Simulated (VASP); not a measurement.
The system is TiB2.

```
Ti B
1.0
     2.96736    0.00000    0.00000
    -1.48368    2.56981    0.00000
     0.00000    0.00000    3.16250
Ti B
1 2
Direct
  0.00000 0.00000 0.00000
  0.66667 0.33333 0.50000
  0.33333 0.66667 0.50000
```

Base run:

```yaml
Program: VASP 6.6.1
Functional: r2SCAN
Potentials_or_basis: VASP PAW PBE potentials, release 64 (Ti_sv, B)
Cutoff: 520 eV
k_mesh: 10 × 10 × 8
Occupations: fermi-dirac, width 0.05 eV
Spin: no spin polarisation
```

Its results: band gap on the k mesh zero (band 9 reaches 11.32 eV, above the bottom of band 10 at 10.61 eV); pressure 17.9 GPa.

Problem. The run is repeated on the same cell with these changes: functional from r2SCAN to LDA; potentials or basis from VASP PAW PBE potentials, release 64 (Ti_sv, B) to VASP PAW LDA potentials, release 64 (Ti_sv, B). What comes out?

Solution. Band gap on the k mesh zero (band 9 reaches 11.03 eV, above the bottom of band 10 at 10.43 eV); pressure 6.0 GPa.

Caveats: the PAW data sets were made with another functional, which shifts forces and pressure a little (some runs).
